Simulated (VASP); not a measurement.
Here is a VASP 6.6.1 calculation.

The input INCAR:

```
SYSTEM = SiNi
PREC = Accurate
ENCUT = 520
EDIFF = 1E-6
ISMEAR = -1
SIGMA = 0.05
LREAL = .FALSE.
LASPH = .TRUE.
NELM = 80
ALGO = Normal
ISIF = 2
LWAVE = .FALSE.
LCHARG = .FALSE.
GGA = PE
NBANDS = 14
```

File KPOINTS:

```
Automatic mesh
0
G
  15 15 15
  0 0 0
```

File POSCAR:

```
SiNi
1.0
    0.0000000000      2.3135812986      2.3135812986
    2.3135812986      0.0000000000      2.3135812986
    2.3135812986      2.3135812986      0.0000000000
Ni Si
1 1
Direct
    0.0000000000      0.0000000000      0.0000000000
    0.5000000000      0.5000000000      0.5000000000
```

Potentials or basis: VASP PAW PBE potentials, release 64 (Ni, Si).

The run is started by

```bash
$ cat potpaw_PBE.64/Ni/POTCAR potpaw_PBE.64/Si/POTCAR > POTCAR
$ mpirun -np 1 vasp_std > vasp.out
```

(1) Predict the pressure.

(2) Predict the band gap on the k mesh.

Answers

(1) 12.0 GPa.

(2) zero (band 7 reaches 14.33 eV, above the bottom of band 8 at 9.12 eV).
